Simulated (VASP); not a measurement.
Wanted: the native input for a VASP 6.6.1 run.

```yaml
Task: single point
Functional: PBEsol
Potentials_or_basis: VASP PAW PBE potentials, release 64 (Co)
Cutoff: 520 eV
k_mesh: 12 × 12 × 7
Occupations: fermi-dirac, width 0.05 eV
Spin: collinear spin, ferromagnetic start
Starting_moments: "[2.0, 2.0] μB"
Dipole_correction: no
Further_INCAR_settings: ALGO = Normal; EDIFF = 1e-07; NBANDS = 20
```

The structure of Co lies in POSCAR:

```
Co
1.0
    2.4574763110      0.0000000000      0.0000000000
   -1.2287381555      2.1282369145      0.0000000000
    0.0000000000      0.0000000000      3.9645032342
Co
2
Direct
    0.3333333333      0.6666666667      0.7499986323
    0.6666666667      0.3333333333      0.2500013677
```

One way to write it, as run:

INCAR

```
PREC = Accurate
ENCUT = 520
EDIFF = 1E-7
ISMEAR = -1
SIGMA = 0.05
LREAL = False
LASPH = True
NELM = 150
ALGO = Normal
ISIF = 2
LWAVE = False
LCHARG = True
ISPIN = 2
MAGMOM = 2 2
LORBIT = 11
LMAXMIX = 4
GGA = PS
LELF = True
LVHAR = True
NBANDS = 20
```

KPOINTS

```
Automatic mesh
0
Gamma
  12 12 7
```

Potentials or basis: VASP PAW PBE potentials, release 64 (Co).

The run is started by

```sh
$ cat potpaw_PBE.64/Co/POTCAR > POTCAR
$ mpirun -np 1 vasp_std > vasp.out
```

Results of the run:

```
Pressure                                              : -1.0 GPa
Net moment                                            : 3.12 μB per cell
Site moments                                          : Co +1.56 μB
Valence electrons inside the program's atomic spheres : Co 8.36
```

Caveat: the PAW data sets were made with another functional, which shifts forces and pressure a little.

It took 93 s on 1 thread of Intel(R) Xeon(R) Platinum 8175M CPU @ 2.50GHz (Skylake/Cascade Lake), on a shared host, peak memory 0.17 GiB.
